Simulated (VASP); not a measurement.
Set up this calculation in VASP 6.6.1, as the native input.

```yaml
Task: single point
Functional: PBE
Potentials_or_basis: VASP PAW PBE potentials, release 64 (Ga_d, P)
Cutoff: 520 eV
k_mesh: 8 × 8 × 8
Occupations: gaussian, width 0.05 eV
Spin: no spin polarisation
Dipole_correction: no
Further_INCAR_settings: ALGO = Normal; EDIFF = 1e-06; NBANDS = 16
```

The structure of GaP lies in POSCAR:

```
GaP
1.0
    0.0000000000      2.7252500000      2.7252500000
    2.7252500000      0.0000000000      2.7252500000
    2.7252500000      2.7252500000      0.0000000000
Ga P
1 1
Direct
    0.0000000000      0.0000000000      0.0000000000
    0.7500000000      0.7500000000      0.7500000000
```

The input as run:

INCAR

```
PREC = Accurate
ENCUT = 520
EDIFF = 1E-6
ISMEAR = 0
SIGMA = 0.05
LREAL = F
LASPH = T
NELM = 100
ALGO = Normal
ISIF = 2
LWAVE = F
LCHARG = F
GGA = PE
NBANDS = 16
```

KPOINTS

```
regular mesh
0
Gamma
  8 8 8
```

Potentials or basis: VASP PAW PBE potentials, release 64 (Ga_d, P).

Run with:

```console
$ cat potpaw_PBE.64/Ga_d/POTCAR potpaw_PBE.64/P/POTCAR > POTCAR
$ mpirun -np 1 vasp_std > vasp.out
```

Results of the run:

- Pressure: 2.4 GPa
- Band gap on the k mesh: 1.64 eV, indirect (least direct gap 1.83 eV)

Wall time 11 s on 1 thread of Intel(R) Xeon(R) 6975P-C (Granite Rapids) (shared host), peak memory 0.16 GiB.
